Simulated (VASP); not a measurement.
# Zn (P6_3/mmc) in VASP: single point with r2SCAN0

Aim: the single point of Zn with r2SCAN0.

All numbers are computed with VASP 6.6.1; they aren't measurements. Logs are shortened: lines on timing, memory, paths and dates and some standing lists are left out, and cuts for length are marked.

## 1. The cell of the first run

The structure is hexagonal, space group P6_3/mmc (No. 194). The conventional cell has a = 2.619 Å, b = 2.619 Å, c = 4.839 Å, α = 90.00°, β = 90.00°, γ = 120.00°. Within 3.5 Å of Zn (site symmetry -6m2) lie 12 Zn at 2.62 to 2.85 Å.

## 2. Single point, r2SCAN0

POSCAR

```
Zn
1.0
    2.6187264650      0.0000000000      0.0000000000
   -1.3093632325      2.2678836443      0.0000000000
    0.0000000000      0.0000000000      4.8388970645
Zn
2
Direct
    0.3333333333      0.6666666667      0.2500000000
    0.6666666667      0.3333333333      0.7500000000
```

INCAR.step1

```
SYSTEM = Zn
PREC = Accurate
ENCUT = 520
EDIFF = 1E-5
ISMEAR = -1
SIGMA = 0.1
LREAL = .FALSE.
LASPH = .TRUE.
NELM = 100
ALGO = Normal
ISIF = 2
LWAVE = .TRUE.
LCHARG = .FALSE.
GGA = PE
NBANDS = 19
```

INCAR.step2

```
SYSTEM = Zn
PREC = Accurate
ENCUT = 520
EDIFF = 1E-7
ISMEAR = -1
SIGMA = 0.1
LREAL = .FALSE.
LASPH = .TRUE.
NELM = 100
ALGO = Normal
ISIF = 2
LWAVE = .FALSE.
LCHARG = .FALSE.
METAGGA = R2SCAN
LHFCALC = .TRUE.
AEXX = 0.25
LMIXTAU = .TRUE.
PRECFOCK = Normal
ISTART = 1
NBANDS = 19
```

KPOINTS

```
regular mesh
0
G
  7 7 4
  0 0 0
```

Potentials or basis: VASP PAW PBE potentials, release 64 (Zn).

Run with:

```sh
cat potpaw_PBE.64/Zn/POTCAR > POTCAR
cp INCAR.step1 INCAR
mpirun -np 1 vasp_std > vasp.out
cp INCAR.step2 INCAR
mpirun -np 1 vasp_std > vasp.out
```

OUTCAR:

```text
SYSTEM = Zn
   PREC = Accurate
   ENCUT = 520
   EDIFF = 1E-7
   ISMEAR = -1
   LREAL = .FALSE.
   LASPH = .TRUE.
   NELM = 100
   ISIF = 2
   METAGGA = R2SCAN
   LHFCALC = .TRUE.
   AEXX = 0.25
   PRECFOCK = Normal
   ISTART = 1

 ion  position               nearest neighbor table
   1  0.333  0.667  0.250-   2 2.85   2 2.85   2 2.85   2 2.85   2 2.85   2 2.85
   2  0.667  0.333  0.750-   1 2.85   1 2.85   1 2.85   1 2.85   1 2.85   1 2.85

  LATTYP: Found a hexagonal cell.
 ALAT       =     2.6187264650
 C/A-ratio  =     1.8478054616

  Lattice vectors:

 A1 = (   2.6187264650,   0.0000000000,   0.0000000000)
 A2 = (  -1.3093632325,   2.2678836443,   0.0000000000)
 A3 = (   0.0000000000,   0.0000000000,   4.8388970645)

Analysis of symmetry for initial positions (statically):
=====================================================================
 Subroutine PRICEL returns:
 Original cell was already a primitive cell.

 Routine SETGRP: Setting up the symmetry group for a
 hexagonal supercell.

 Subroutine GETGRP returns: Found 24 space group operations
 (whereof 12 operations were pure point group operations)
 out of a pool of 24 trial point group operations.

The static configuration has the point symmetry D_3d.
 The point group associated with its full space group is D_6h.

Analysis of symmetry for dynamics (positions and initial velocities):
=====================================================================
 Subroutine PRICEL returns:
 Original cell was already a primitive cell.

 Routine SETGRP: Setting up the symmetry group for a
 hexagonal supercell.

 Subroutine GETGRP returns: Found 24 space group operations
 (whereof 12 operations were pure point group operations)
 out of a pool of 24 trial point group operations.

The dynamic configuration has the point symmetry D_3d.
 The point group associated with its full space group is D_6h.

 Subroutine INISYM returns: Found 24 space group operations
 (whereof 12 operations are pure point group operations),
 and found     1 'primitive' translations

----------------------------------------------------------------------------------------

                                     Primitive cell

  volume of cell :      28.7380

  direct lattice vectors                    reciprocal lattice vectors
     2.618726465  0.000000000  0.000000000     0.381865007  0.220469865  0.000000000
    -1.309363232  2.267883644  0.000000000     0.000000000  0.440939729  0.000000000
     0.000000000  0.000000000  4.838897065     0.000000000  0.000000000  0.206658663
[... 89 lines left out ...]
   ISIF   =      2    stress and relaxation
   ISYM   =      3    0-nonsym 1-usesym 2-fastsym
   POTIM  = 0.5000    time-step for ionic-motion
   TEBEG  =    0.0;   TEEND  =   0.0 temperature during run
   PSTRESS=    0.0 pullay stress
   NELECT =      24.0000    total number of electrons
   NUPDOWN=      -1.0000    fix difference up-down
   EMIN   =  10.00;   EMAX   =-10.00  energy-range for DOS
   EFERMI =   0.00;   METHOD = LEGACY
   ISMEAR =    -1;   SIGMA  =   0.10  broadening in eV -4-tet -1-fermi 0-gaus
   EFERMI_NEDOS =   21; number of points for ismear=-14 and -15
   IALGO  =     38    algorithm
   IMIX   =      1    mixing-type and parameters
     AMIX     =   0.40;   BMIX     =  1.00
     AMIX_MAG =   1.60;   BMIX_MAG =  1.00
  volume/ion in A,a.u.               =      14.37        96.97
  Fermi-wavevector in a.u.,A,eV,Ry     =   1.541675  2.913343 32.337805  2.376762
  Thomas-Fermi vector in A             =   2.647587
   LORBIT       =      0    0 simple, 1 ext, 2 COOP (PROOUT), +10 PAW based schemes
   METAGGA = R2SCAN    functional components
   LHFCALC =     T    Hartree Fock is set to
   PRECFOCK=normal    Normal, Fast or Accurate (Low or Medium for compatibility)
   ENCUT4O =  -1.0   cutoff for four orbital integrals eV
   NKREDX  =     1    reduce k-point grid by
   NKREDY  =     1    reduce k-point grid by
   NKREDZ  =     1    reduce k-point grid by
   AEXX    =    0.2500 exact exchange contribution
   HFSCREEN=    0.0000 screening length (either q_TF or 0.3 A-1)
   HFSCREENC=   0.0000 screening length for correlation (either q_TF or 0.3 A-1)
   ENCUTFOCK=  -1.0 apply spherical cutoff to Coloumb kernel
   IVDW    =     0    specifies the selected vdW correction
   LEPSILON=     F    determine dielectric tensor
   LRPA    =     F    only Hartree local field effects (RPA)
 non-spin polarized calculation
  energy-cutoff  :      520.00
  volume of cell :       28.74
 maximum number of plane-waves:       783
 NGX is ok and might be reduce to    20
  NGX = 16; NGY = 16; NGZ = 28

 number of electron      24.0000040 magnetization

 Free energy of the ion-electron system (eV)
  ---------------------------------------------------
  ext. energy  EPLUGINS =         0.00000000
  ---------------------------------------------------
  free energy    TOTEN  =       -14.69621077 eV

  energy without entropy =      -14.69258743  energy(sigma->0) =      -14.69439910

 E-fermi :   3.5468     XC(G=0): -10.0539

 val. band max:        3.3080717495   @ k =   0.2857   0.1429   0.0000
 cond. band min:       4.1847710005   @ k =   0.0000   0.0000   0.2500
 fundamental gap:      0.8766992509
 Fermi energy:         3.5467684309

 k-point     1 :       0.0000    0.0000    0.0000
  band No.  band energies     occupation
      1      -9.6225      2.00000
      2      -8.2430      2.00000
      3      -7.6064      2.00000
      4      -7.3196      2.00000
      5      -7.3195      2.00000
      6      -7.2617      2.00000
[... 505 lines left out ...]
      6      -7.2627      2.00000
[... 11 lines left out ...]
     18      16.7917      0.00000
     19      21.3026      0.00000

------------------------ aborting loop because EDIFF is reached ----------------------------------------

  FORCE on cell =-STRESS in cart. coord.  units (eV):
  Direction    XX          YY          ZZ          XY          YZ          ZX
  --------------------------------------------------------------------------------------
  -------------------------------------------------------------------------------------
  Total        0.2205853      0.2205853      0.5221799      0.0000000      0.0000000      0.0000000
  in kB       12.2978702     12.2978702     29.1120917      0.0000000      0.0000000      0.0000000
  external PRESSURE =      17.9026107 kB  Pullay stress =       0.0000000 kB

 VOLUME and BASIS-vectors are now :
 -----------------------------------------------------------------------------
  energy-cutoff  :      520.00
  volume of cell :       28.74
      direct lattice vectors                 reciprocal lattice vectors
     2.618726465  0.000000000  0.000000000     0.381865007  0.220469865  0.000000000
    -1.309363232  2.267883644  0.000000000     0.000000000  0.440939729  0.000000000
     0.000000000  0.000000000  4.838897065     0.000000000  0.000000000  0.206658663

 POSITION                                       TOTAL-FORCE (eV/Angst)
 -----------------------------------------------------------------------------------
     -0.00000      1.51192      1.20972        -0.000000      0.000000     -0.000000
      1.30936      0.75596      3.62917         0.000000     -0.000000      0.000000
 -----------------------------------------------------------------------------------
    total drift:                               -0.000000     -0.000000     -0.000000

  FREE ENERGIE OF THE ION-ELECTRON SYSTEM (eV)
  ---------------------------------------------------
  free  energy   TOTEN  =       -14.6962107657 eV

  energy  without entropy=      -14.6925874348  energy(sigma->0) =      -14.69439910
```

OUTCAR.step1:

```text
SYSTEM = Zn
   PREC = Accurate
   ENCUT = 520
   EDIFF = 1E-5
   ISMEAR = -1
   LREAL = .FALSE.
[... 750 lines left out ...]
     -0.00000      1.51192      1.20972         0.000000     -0.000000      0.000000
      1.30936      0.75596      3.62917        -0.000000      0.000000      0.000000
 -----------------------------------------------------------------------------------
    total drift:                               -0.000000      0.000000      0.000000

  FREE ENERGIE OF THE ION-ELECTRON SYSTEM (eV)
  ---------------------------------------------------
  free  energy   TOTEN  =        -2.2589132185 eV

  energy  without entropy=       -2.2463612795  energy(sigma->0) =       -2.25263725
```

OSZICAR.step1:

```text
N       E                     dE             d eps       ncg     rms          rms(c)
DAV:   1     0.110211499255E+03    0.11021E+03   -0.12409E+04   952   0.201E+03
DAV:   2     0.271159982391E+01   -0.10750E+03   -0.10383E+03   918   0.295E+02
DAV:   3    -0.246793761162E+01   -0.51795E+01   -0.51576E+01  1042   0.707E+01
DAV:   4    -0.249831060637E+01   -0.30373E-01   -0.30366E-01  1007   0.543E+00
DAV:   5    -0.249834605410E+01   -0.35448E-04   -0.35448E-04  1002   0.172E-01    0.449E+00
DAV:   6    -0.227534598869E+01    0.22300E+00   -0.84289E-01  1017   0.198E+01    0.328E+00
DAV:   7    -0.226415974787E+01    0.11186E-01   -0.28816E-02  1155   0.290E+00    0.167E+00
DAV:   8    -0.225890817435E+01    0.52516E-02   -0.17448E-03  1250   0.666E-01    0.475E-02
DAV:   9    -0.225891025371E+01   -0.20794E-05   -0.23453E-04  1238   0.199E-01    0.345E-02
DAV:  10    -0.225891321850E+01   -0.29648E-05   -0.22704E-05   893   0.551E-02
   1 F= -.22589132E+01 E0= -.22526372E+01  d E =-.125519E-01
```

Wall time 2.2 h (1 thread of Oxide Virtual Turin-like, shared host); peak memory 0.13 GiB.

What came out:

| Property | Result |
| --- | --- |
| Free energy | -14.6962 eV |
| Pressure | 1.8 GPa |
| Band gap on the k mesh | zero (bands 12 and 13 overlap by 5.75 eV) |

Stress tensor (GPa, compression positive):
```
1.23 0.00 0.00
0.00 1.23 0.00
0.00 0.00 2.91
```

Levels at points of the mesh, in eV from the Fermi level:
```tsv
k point	band 8	band 9	band 10	band 11	band 12	band 13	band 14	band 15	band 16	band 17
(0.00, 0.00, 0.00)	-10.47	-10.47	-10.22	-10.22	-5.03	-4.01	16.25	19.74	20.39	20.39
(0.00, 0.00, 0.50)	-10.48	-10.32	-10.32	-10.32	-10.32	5.85	5.85	21.91	21.91	21.91
```

Caveat: the k points lie up to 0.40 Å⁻¹ apart, too coarse for converged energies and pressures of a metal; the PAW data sets were made with another functional, which shifts forces and pressure a little.

The gap in the log of VASP goes by the Fermi energy; the results here count the filled bands.